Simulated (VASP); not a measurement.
Crystal: SnSe2.

```xyz
3
Lattice="3.8300 0.0000 0.0000 -1.9150 3.3169 0.0000 0.0000 0.0000 6.1200" Properties=species:S:1:pos:R:3 pbc="T T T"
Sn    0.0000    0.0000    0.0000
Se    0.0000    2.2113    1.5300
Se    1.9150    1.1056    4.5900
```

- Program: VASP 6.6.1
- Task: relaxation of the atoms
- Functional: PBEsol
- Potentials or basis: VASP PAW PBE potentials, release 64 (Sn_d, Se)
- Cutoff: 450 eV
- k mesh: 12 × 12 × 8
- Occupations: gaussian, width 0.01 eV
- Spin: no spin polarisation

At the start: pressure 1.8 GPa; volume 25.92 Å³/atom.

**Question.** Where does the relaxation end?

**Answer.** Over 4 steps the energy falls by 9.5 meV/atom; space group P-3m1 (No. 164, to 0.05 Å).

Step by step:
```tsv
step	energy change (eV)	largest force (eV/Å)	pressure (GPa)
1	0.0000	0.5299	1.81
2	-0.0206	0.2762	0.85
3	-0.0285	0.0112	-0.13
4	-0.0285	0.0003	-0.18
```

Final structure:
```
CELL_PARAMETERS angstrom
3.83000 0.00000 0.00000
-1.91500 3.31688 0.00000
0.00000 0.00000 6.12000
ATOMIC_POSITIONS crystal
Sn 0.00000 0.00000 0.00000
Se 0.33333 0.66667 0.25892
Se 0.66667 0.33333 0.74108
```

Caveat: the PAW data sets were made with another functional, which shifts forces and pressure a little; this functional lacks dispersion, which binds the layers, so the pressure and a relaxed spacing across them are unreliable.
